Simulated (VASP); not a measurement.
# Co (P6_3/mmc) in VASP: a series of runs

The runs below take Co through single point, with PBE.

Everything below comes from runs of VASP 6.6.1. Logs are shortened: lines on timing, memory, paths and dates and some standing lists are left out, and cuts for length are marked.

## (1) The cell of the first run

Symmetry: P6_3/mmc, No. 194, hexagonal system. Conventional cell: a = 2.507 Å, b = 2.507 Å, c = 4.070 Å, α = 90.00°, β = 90.00°, γ = 120.00°. Co (site symmetry -6m2) has 12 Co at 2.50 to 2.51 Å within 3.3 Å.

## (2) Single point, PBE, collinear spin, ferromagnetic start

Input file INCAR:

```
SYSTEM = Co
PREC = Accurate ; ENCUT = 520
EDIFF = 1E-6 ; ISMEAR = -1
SIGMA = 0.1 ; LREAL = .FALSE.
LASPH = .TRUE. ; NELM = 150
ALGO = Normal ; ISIF = 2
LWAVE = .FALSE. ; LCHARG = .TRUE.
ISPIN = 2 ; MAGMOM = 3.2 3.2
LORBIT = 11 ; LMAXMIX = 4
GGA = PE ; LELF = .TRUE.
LVHAR = .TRUE. ; NBANDS = 20
```

Input file KPOINTS:

```
Automatic mesh
0
G
  13 13 7
  0 0 0
```

Input file POSCAR:

```
Co
1.0
    2.5074000000      0.0000000000      0.0000000000
   -1.2537000000      2.1714721000      0.0000000000
    0.0000000000      0.0000000000      4.0699000000
Co
2
Direct
    0.3333333333      0.6666666667      0.2500000000
    0.6666666667      0.3333333333      0.7500000000
```

Potentials or basis: VASP PAW PBE potentials, release 64 (Co).

Run with:

```
$ cat potpaw_PBE.64/Co/POTCAR > POTCAR
$ mpirun -np 1 vasp_std > vasp.out
```

OUTCAR:

```text
SYSTEM = Co
   PREC = Accurate
   ENCUT = 520
   EDIFF = 1E-6
   ISMEAR = -1
   LREAL = .FALSE.
   LASPH = .TRUE.
   NELM = 150
   ISIF = 2
   ISPIN = 2
   LORBIT = 11
   GGA = PE

 ion  position               nearest neighbor table
   1  0.333  0.667  0.250-   2 2.50   2 2.50   2 2.50   2 2.50   2 2.50   2 2.50
   2  0.667  0.333  0.750-   1 2.50   1 2.50   1 2.50   1 2.50   1 2.50   1 2.50

  LATTYP: Found a hexagonal cell.
 ALAT       =     2.5074000000
 C/A-ratio  =     1.6231554598

  Lattice vectors:

 A1 = (   2.5074000000,   0.0000000000,   0.0000000000)
 A2 = (  -1.2537000000,   2.1714721000,   0.0000000000)
 A3 = (   0.0000000000,   0.0000000000,   4.0699000000)

Analysis of symmetry for initial positions (statically):
=====================================================================
 Subroutine PRICEL returns:
 Original cell was already a primitive cell.

 Routine SETGRP: Setting up the symmetry group for a
 hexagonal supercell.

 Subroutine GETGRP returns: Found 24 space group operations
 (whereof 12 operations were pure point group operations)
 out of a pool of 24 trial point group operations.

The static configuration has the point symmetry D_3d.
 The point group associated with its full space group is D_6h.

Analysis of symmetry for dynamics (positions and initial velocities):
=====================================================================
 Subroutine PRICEL returns:
 Original cell was already a primitive cell.

 Routine SETGRP: Setting up the symmetry group for a
 hexagonal supercell.

 Subroutine GETGRP returns: Found 24 space group operations
 (whereof 12 operations were pure point group operations)
 out of a pool of 24 trial point group operations.

The dynamic configuration has the point symmetry D_3d.
 The point group associated with its full space group is D_6h.

Analysis of structural, dynamic, and magnetic symmetry:
=====================================================================
 Subroutine PRICEL returns:
 Original cell was already a primitive cell.

 Routine SETGRP: Setting up the symmetry group for a
 hexagonal supercell.

 Subroutine GETGRP returns: Found 24 space group operations
 (whereof 12 operations were pure point group operations)
 out of a pool of 24 trial point group operations.

The overall configuration has the point symmetry D_3d.
 The point group associated with its full space group is D_6h.

 Subroutine INISYM returns: Found 24 space group operations
 (whereof 12 operations are pure point group operations),
 and found     1 'primitive' translations

----------------------------------------------------------------------------------------

                                     Primitive cell

  volume of cell :      22.1596

  direct lattice vectors                    reciprocal lattice vectors
     2.507400000  0.000000000  0.000000000     0.398819494  0.230258542  0.000000000
    -1.253700000  2.171472100  0.000000000     0.000000000  0.460517084  0.000000000
     0.000000000  0.000000000  4.069900000     0.000000000  0.000000000  0.245706283

  length of vectors
     2.507400000  2.507400002  4.069900000     0.460517085  0.460517084  0.245706283

  position of ions in fractional coordinates (direct lattice)
     0.333333333  0.666666667  0.250000000
     0.666666667  0.333333333  0.750000000

  ion indices of the primitive-cell ions
   primitive index   ion index
                 1           1
                 2           2

----------------------------------------------------------------------------------------

 KPOINTS: Automatic mesh

Automatic generation of k-mesh.
 Grid dimensions read from file:
 generate k-points for:   13   13    7

 Generating k-lattice:

  Cartesian coordinates                     Fractional coordinates (reciprocal lattice)
     0.030678423  0.017712196  0.000000000     0.076923077  0.000000000  0.000000000
     0.000000000  0.035424391  0.000000000     0.000000000  0.076923077  0.000000000
     0.000000000  0.000000000  0.035100898     0.000000000  0.000000000  0.142857143

  Length of vectors
     0.035424391  0.035424391  0.035100898

  Shift w.r.t. Gamma in fractional coordinates (k-lattice)
     0.000000000  0.000000000  0.000000000

 Subroutine IBZKPT returns following result:
 ===========================================

 Found     84 irreducible k-points:

 Following reciprocal coordinates:
            Coordinates               Weight
  0.000000  0.000000  0.000000      1.000000
  0.076923 -0.000000  0.000000      6.000000
  0.153846 -0.000000  0.000000      6.000000
  0.230769  0.000000  0.000000      6.000000
  0.307692 -0.000000  0.000000      6.000000
  0.384615 -0.000000  0.000000      6.000000
[... 16 lines left out ...]
  0.076923 -0.000000  0.142857     12.000000
  0.153846 -0.000000  0.142857     12.000000
 [... further k-points ...]
   k-points           NKPTS =     84   k-points in BZ     NKDIM =     84   number of bands    NBANDS=     20
   number of dos      NEDOS =    301   number of ions     NIONS =      2
   total plane-waves  NPLWV =  12000
   dimension x,y,z NGX =    20 NGY =   20 NGZ =   30
   dimension x,y,z NGXF=    40 NGYF=   40 NGZF=   60
   ions per type =               2
   NGX,Y,Z   is equivalent  to a cutoff of  13.26, 13.26, 12.25 a.u.
   NGXF,Y,Z  is equivalent  to a cutoff of  26.52, 26.52, 24.51 a.u.
 SYSTEM =  Co
   PREC   = accura    normal or accurate (medium, high low for compatibility)
   ISTART =      0    job   : 0-new  1-cont  2-samecut
   ICHARG =      2    charge: 1-file 2-atom 10-const
   ISPIN  =      2    spin polarized calculation?
   LNONCOLLINEAR =      F non collinear calculations
   LSORBIT =      F    spin-orbit coupling
   LASPH  =      T    aspherical Exc in radial PAW
   ENCUT  =  520.0 eV  38.22 Ry    6.18 a.u.   4.66  4.66  7.57*2*pi/ulx,y,z
   NELM   =    150;   NELMIN=  2; NELMDL= -5     # of ELM steps
   EDIFF  = 0.1E-05   stopping-criterion for ELM
   LREAL  =      F    real-space projection
   EDIFFG = 0.1E-04   stopping-criterion for IOM
   NSW    =      0    number of steps for IOM
   IBRION =     -1    ionic relax: 0-MD 1-quasi-New 2-CG
   NFREE  =      0    steps in history (QN), initial steepest desc. (CG)
   ISIF   =      2    stress and relaxation
   ISYM   =      2    0-nonsym 1-usesym 2-fastsym
   POTIM  = 0.5000    time-step for ionic-motion
   TEBEG  =    0.0;   TEEND  =   0.0 temperature during run
   PSTRESS=    0.0 pullay stress
   NELECT =      18.0000    total number of electrons
   NUPDOWN=      -1.0000    fix difference up-down
   EMIN   =  10.00;   EMAX   =-10.00  energy-range for DOS
   EFERMI =   0.00;   METHOD = LEGACY
   ISMEAR =    -1;   SIGMA  =   0.10  broadening in eV -4-tet -1-fermi 0-gaus
   EFERMI_NEDOS =   21; number of points for ismear=-14 and -15
   IALGO  =     38    algorithm
   IMIX   =      4    mixing-type and parameters
     AMIX     =   0.40;   BMIX     =  1.00
     AMIX_MAG =   1.60;   BMIX_MAG =  1.00
  volume/ion in A,a.u.               =      11.08        74.77
  Fermi-wavevector in a.u.,A,eV,Ry     =   1.527490  2.886538 31.745475  2.333227
  Thomas-Fermi vector in A             =   2.635379
   LORBIT       =     11    0 simple, 1 ext, 2 COOP (PROOUT), +10 PAW based schemes
   GGA     = PE    functional components
   LHFCALC =     F    Hartree Fock is set to
   AEXX    =    0.0000 exact exchange contribution
   IVDW    =     0    specifies the selected vdW correction
   LEPSILON=     F    determine dielectric tensor
   LRPA    =     F    only Hartree local field effects (RPA)
 spin polarized calculation
  energy-cutoff  :      520.00
  volume of cell :       22.16
 maximum number of plane-waves:       615
 NGX is ok and might be reduce to    20
   NGX =  9   NGY =  9   NGZ = 15

 number of electron      18.0000002 magnetization       3.2233449

 Free energy of the ion-electron system (eV)
  ---------------------------------------------------
  ext. energy  EPLUGINS =         0.00000000
  ---------------------------------------------------
  free energy    TOTEN  =       -14.09527101 eV

  energy without entropy =      -14.03321635  energy(sigma->0) =      -14.06424368

 E-fermi :   9.9634     XC(G=0): -13.2809

 val. band max:        9.9628696837   @ k =   0.1538   0.0769   0.1429
 cond. band min:       9.9725100961   @ k =   0.4615   0.0769   0.2857
 fundamental gap:      0.0096404125
 Fermi energy:         9.9633814865

 spin component 1

 k-point     1 :       0.0000    0.0000    0.0000
  band No.  band energies     occupation
      1       1.1793      1.00000
      2       4.9328      1.00000
      3       7.3697      1.00000
      4       7.4069      1.00000
      5       7.4069      1.00000
      6       7.7033      1.00000
[... 12 lines left out ...]
     19      35.5633      0.00000
     20      35.5633      0.00000
[... 507 lines left out ...]
 k-point    24 :       0.1538   -0.0000    0.1429
  band No.  band energies     occupation
      1       2.1695      1.00000
      2       5.3602      1.00000
      3       6.9771      1.00000
      4       7.1103      1.00000
      5       7.4319      1.00000
      6       7.6362      1.00000
[... 12 lines left out ...]
     19      36.3646      0.00000
     20      37.3093      0.00000

 [... further k-points ...]

 spin component 2

 k-point     1 :       0.0000    0.0000    0.0000
  band No.  band energies     occupation
      1       1.1658      1.00000
      2       5.8666      1.00000
      3       8.9923      0.99994
      4       9.0454      0.99990
      5       9.0454      0.99990
      6       9.3942      0.99664
[... 12 lines left out ...]
     19      35.8437      0.00000
     20      35.8437      0.00000
[... 507 lines left out ...]
 k-point    24 :       0.1538   -0.0000    0.1429
  band No.  band energies     occupation
      1       2.1646      1.00000
      2       6.2530      1.00000
      3       8.2026      1.00000
      4       8.5098      1.00000
      5       9.0666      0.99987
      6       9.3167      0.99845
[... 12 lines left out ...]
     19      36.5086      0.00000
     20      37.5421      0.00000

 [... further k-points ...]

------------------------ aborting loop because EDIFF is reached ----------------------------------------

  FORCE on cell =-STRESS in cart. coord.  units (eV):
  Direction    XX          YY          ZZ          XY          YZ          ZX
  --------------------------------------------------------------------------------------
  -------------------------------------------------------------------------------------
  Total       -0.6253591     -0.6253591     -0.7009752      0.0000000     -0.0000000      0.0000000
  in kB      -45.2145710    -45.2145711    -50.6817493      0.0000000     -0.0000000      0.0000000
  external PRESSURE =     -47.0369638 kB  Pullay stress =       0.0000000 kB

 VOLUME and BASIS-vectors are now :
 -----------------------------------------------------------------------------
  energy-cutoff  :      520.00
  volume of cell :       22.16
      direct lattice vectors                 reciprocal lattice vectors
     2.507400000  0.000000000  0.000000000     0.398819494  0.230258542  0.000000000
    -1.253700000  2.171472100  0.000000000     0.000000000  0.460517084  0.000000000
     0.000000000  0.000000000  4.069900000     0.000000000  0.000000000  0.245706283

 POSITION                                       TOTAL-FORCE (eV/Angst)
 -----------------------------------------------------------------------------------
     -0.00000      1.44765      1.01747        -0.000000      0.000000      0.000000
      1.25370      0.72382      3.05242         0.000000     -0.000000      0.000000
 -----------------------------------------------------------------------------------
    total drift:                                0.000000      0.000000     -0.000000

  FREE ENERGIE OF THE ION-ELECTRON SYSTEM (eV)
  ---------------------------------------------------
  free  energy   TOTEN  =       -14.0952710100 eV

  energy  without entropy=      -14.0332163518  energy(sigma->0) =      -14.06424368

 total charge

# of ion       s       p       d       tot
------------------------------------------
    1        0.480   0.503   7.250   8.233
    2        0.480   0.503   7.250   8.233
--------------------------------------------------
tot          0.959   1.007  14.499  16.465

 magnetization (x)

# of ion       s       p       d       tot
------------------------------------------
    1       -0.015  -0.054   1.705   1.636
    2       -0.015  -0.054   1.705   1.636
--------------------------------------------------
tot         -0.030  -0.109   3.411   3.272
```

Wall time 2 min (1 thread of Intel Xeon 8259CL, shared host); peak memory 0.18 GiB.

What came out:

```
Free energy                                           : -14.0953 eV
Pressure                                              : -4.7 GPa
Net moment                                            : 3.22 μB per cell
Site moments                                          : Co +1.64 μB
Valence electrons inside the program's atomic spheres : Co 8.23
```

Stress tensor (GPa, compression positive):
```
-4.52  0.00  0.00
 0.00 -4.52  0.00
 0.00  0.00 -5.07
```

Caveat: the cell stands under tension.

## (3) Single point, PBE, collinear spin, ferromagnetic start

This run uses another cell than the first one, of 11.36 Å³/atom.

Input file INCAR:

```
SYSTEM = Co
PREC     = Accurate       ! precision mode
ENCUT    = 520            ! plane-wave cutoff, eV
EDIFF    = 1E-6           ! SCF threshold, eV
ISMEAR   = -1             ! smearing method
SIGMA    = 0.1            ! smearing width, eV
LREAL    = .FALSE.        ! projectors in reciprocal space
LASPH    = .TRUE.         ! aspherical terms in the spheres
NELM     = 150            ! most SCF steps
ALGO     = Normal         ! electronic algorithm
ISIF     = 2              ! what is computed and relaxed
LWAVE    = .FALSE.        ! write WAVECAR
LCHARG   = .FALSE.        ! write CHGCAR
ISPIN    = 2              ! spin polarisation
MAGMOM   = 3.2 3.2        ! initial moments
LORBIT   = 11             ! projections on sites
LMAXMIX  = 4              ! l up to which the mixer works
GGA      = PE             ! functional
NBANDS   = 20             ! bands
```

Input file KPOINTS:

```
regular mesh
0
G
  13 13 7
  0 0 0
```

Input file POSCAR:

```
Co
1.0
    2.5281232538      0.0000000000      0.0000000000
   -1.2640616269      2.1894189643      0.0000000000
    0.0000000000      0.0000000000      4.1035370626
Co
2
Direct
    0.3333333333      0.6666666667      0.2500000000
    0.6666666667      0.3333333333      0.7500000000
```

Potentials or basis: VASP PAW PBE potentials, release 64 (Co).

Run with:

```
$ cat potpaw_PBE.64/Co/POTCAR > POTCAR
$ mpirun -np 1 vasp_std > vasp.out
```

Run time: 1.9 min. Hardware: 1 thread of Intel Xeon 8259CL, shared host; peak memory 0.18 GiB.

The run converged. Its results:

| Quantity | Value |
| --- | --- |
| Free energy | -14.0715 eV |
| Pressure | -9.1 GPa |
| Net moment | 3.25 μB per cell |
| Site moments | Co +1.66 μB |
| Valence electrons inside the program's atomic spheres | Co 8.19 |

Stress tensor (GPa, compression positive):
```
-9.04  0.00  0.00
 0.00 -9.04  0.00
 0.00  0.00 -9.32
```

Levels at points of the mesh, in eV from the Fermi level:
Spin up:
```
           k point  band 9  band 10  band 11  band 12  band 13  band 14
(0.00, 0.00, 0.00)   -1.92    -0.91    -0.91    -0.09     5.90    21.63
```
Spin down:
| k point | band 3 | band 4 | band 5 | band 6 | band 7 | band 8 | band 9 | band 10 | band 11 | band 12 |
| --- | --- | --- | --- | --- | --- | --- | --- | --- | --- | --- |
| (0.00, 0.00, 0.00) | -0.93 | -0.88 | -0.88 | -0.54 | -0.54 | -0.17 | -0.12 | -0.12 | 1.00 | 1.00 |

Caveat: the cell stands under tension.
